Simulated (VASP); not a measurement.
# HgTe (Fm-3m) in VASP: a series of runs, part 2 of 2

VASP 6.6.1. Earlier steps stand in the parts before.

### Step 5. Relaxation of cell and atoms, RPBE

The input, INCAR:

```
PREC = Accurate
ENCUT = 600
EDIFF = 1E-6
ISMEAR = -1
SIGMA = 0.05
LREAL = F
LASPH = T
NELM = 80
ALGO = Normal
ISIF = 3
LWAVE = F
LCHARG = F
GGA = RP
IBRION = 2
NSW = 60
EDIFFG = -0.01
```

The input, KPOINTS:

```
Automatic mesh
0
Gamma
  7 7 7
```

The input, POSCAR:

```
HgTe
1.0
    0.0000000000      3.1800000000      3.1800000000
    3.1800000000      0.0000000000      3.1800000000
    3.1800000000      3.1800000000      0.0000000000
Hg Te
1 1
Direct
    0.0000000000      0.0000000000      0.0000000000
    0.5000000000      0.5000000000      0.5000000000
```

Potentials or basis: VASP PAW PBE potentials, release 64 (Hg, Te).

Started as:

```console
$ cat potpaw_PBE.64/Hg/POTCAR potpaw_PBE.64/Te/POTCAR > POTCAR
$ mpirun -np 1 vasp_std > vasp.out
```

OUTCAR:

```text
PREC = Accurate
   ENCUT = 600
   EDIFF = 1E-6
   ISMEAR = -1
   LREAL = F
   LASPH = T
   NELM = 80
   ISIF = 3
   GGA = RP
   IBRION = 2
   NSW = 60
   EDIFFG = -0.01

 ion  position               nearest neighbor table
   1  0.000  0.000  0.000-   2 3.18   2 3.18   2 3.18   2 3.18   2 3.18   2 3.18
   2  0.500  0.500  0.500-   1 3.18   1 3.18   1 3.18   1 3.18   1 3.18   1 3.18

  LATTYP: Found a face centered cubic cell.
 ALAT       =     6.3600000000

  Lattice vectors:

 A1 = (   0.0000000000,   3.1800000000,   3.1800000000)
 A2 = (   3.1800000000,   0.0000000000,   3.1800000000)
 A3 = (   3.1800000000,   3.1800000000,   0.0000000000)

Analysis of symmetry for initial positions (statically):
=====================================================================
 Subroutine PRICEL returns:
 Original cell was already a primitive cell.

 Routine SETGRP: Setting up the symmetry group for a
 face centered cubic supercell.

 Subroutine GETGRP returns: Found 48 space group operations
 (whereof 48 operations were pure point group operations)
 out of a pool of 48 trial point group operations.

The static configuration has the point symmetry O_h .
[... 147 lines left out ...]

 number of electron      17.9999998 magnetization

 Free energy of the ion-electron system (eV)
  ---------------------------------------------------
  ext. energy  EPLUGINS =         0.00000000
  ---------------------------------------------------
  free energy    TOTEN  =        -2.53713800 eV

  energy without entropy =       -2.52864317  energy(sigma->0) =       -2.53289059

------------------------ aborting loop because EDIFF is reached ----------------------------------------

  FORCE on cell =-STRESS in cart. coord.  units (eV):
  Direction    XX          YY          ZZ          XY          YZ          ZX
  --------------------------------------------------------------------------------------
  -------------------------------------------------------------------------------------
  Total       -0.7834307     -0.7834307     -0.7834307      0.0000000      0.0000000      0.0000000
  in kB      -19.5164041    -19.5164041    -19.5164041      0.0000000      0.0000000      0.0000000
  external PRESSURE =     -19.5164041 kB  Pullay stress =       0.0000000 kB
[... 59 lines left out ...]
--------------------------------------- Ionic step        3  -------------------------------------------

 number of electron      18.0000002 magnetization

 Free energy of the ion-electron system (eV)
  ---------------------------------------------------
  ext. energy  EPLUGINS =         0.00000000
  ---------------------------------------------------
  free energy    TOTEN  =        -2.56166164 eV

  energy without entropy =       -2.55467461  energy(sigma->0) =       -2.55816813

 E-fermi :   3.8363     XC(G=0):  -9.4303

 val. band max:        3.8102090201   @ k =  -0.1429   0.1429   0.0000
 cond. band min:       3.9475295784   @ k =   0.4286   0.0000   0.0000
 fundamental gap:      0.1373205584
 Fermi energy:         3.8363232996

 k-point     1 :       0.0000    0.0000    0.0000
  band No.  band energies     occupation
      1      -7.7791      2.00000
      2      -2.6905      2.00000
      3      -2.6905      2.00000
      4      -2.6382      2.00000
      5      -2.6382      2.00000
      6      -2.6382      2.00000
      7       2.6705      2.00000
      8       3.1824      2.00000
      9       3.1824      2.00000
     10       3.1824      2.00000
     11      11.4163      0.00000
     12      11.4163      0.00000
     13      11.4172      0.00000
[... 331 lines left out ...]
  FREE ENERGIE OF THE ION-ELECTRON SYSTEM (eV)
  ---------------------------------------------------
  free  energy   TOTEN  =        -2.5616616362 eV

  energy  without entropy=       -2.5546746144  energy(sigma->0) =       -2.55816813

 reached required accuracy - stopping structural energy minimisation
```

Run time: 43 s. Hardware: 1 thread of AMD EPYC 9R45 (Zen 5), shared host; peak memory 0.18 GiB.

What came out:

```yaml
Free_energy: -2.5617 eV
Relaxed_volume: 30.28 Å³/atom
Relaxed_cell: a = 4.408 Å, b = 4.408 Å, c = 4.408 Å, α = 60.00°, β = 60.00°, γ = 60.00°
Space_group_after_relaxing_to_0.05_Å: Fm-3m (No. 225)
Energy_gained_by_relaxing: 12.3 meV/atom
Ionic_steps: 3
Pressure_after_relaxing: 0.0 GPa
Band_gap_on_the_k_mesh: zero (band 9 reaches 4.00 eV, above the bottom of band 10 at 1.86 eV)
```

The path:
| step | energy change (eV) | largest force (eV/Å) | pressure (GPa) | volume (Å³) |
| --- | --- | --- | --- | --- |
| 1 | 0.0000 | 0.0000 | -1.95 | 64.31 |
| 2 | -0.0245 | 0.0000 | -0.11 | 60.74 |
| 3 | -0.0245 | 0.0000 | -0.01 | 60.57 |

Final structure:
```
CELL_PARAMETERS angstrom
0.00000 3.11700 3.11700
3.11700 0.00000 3.11700
3.11700 3.11700 0.00000
ATOMIC_POSITIONS crystal
Hg 0.00000 0.00000 0.00000
Te 0.50000 0.50000 0.50000
```

Caveat: the PAW data sets were made with another functional, which shifts forces and pressure a little; spin-orbit coupling is left out, which moves the levels of the heavy elements.

### Step 6. Summary

| task | level | cell | cutoff (eV) | smearing | gap on the mesh (eV) | pressure (GPa) |
| --- | --- | --- | --- | --- | --- | --- |
| single point | PBE | as given | 520 | gaussian 0.023 eV | none | -3.7 |
| single point | PBE | as given | 520 | gaussian 0.025 eV | none | -3.7 |
| single point | r2SCAN | as given | 520 | fermi-dirac 0.05 eV | none | -4.9 |
| relaxation of cell and atoms | RPBE | relaxed | 600 | fermi-dirac 0.05 eV | none | 0.0 |

Alike in all rows: potentials or basis VASP PAW PBE potentials, release 64 (Hg, Te); no spin polarisation; k mesh 7 × 7 × 7.

Every run on the cell as given and a fine mesh finds a metal. The pressure there spans -4.9 GPa (r2SCAN) to -3.7 GPa (PBE); a positive pressure means that this level wants a larger cell, a negative one a smaller.

Caveats: spin-orbit coupling is left out, which moves the levels of the heavy elements; the PAW data sets were made with another functional, which shifts forces and pressure a little (some runs).

Total energies depend on the potentials used, so only differences within one code and one set of settings carry meaning.
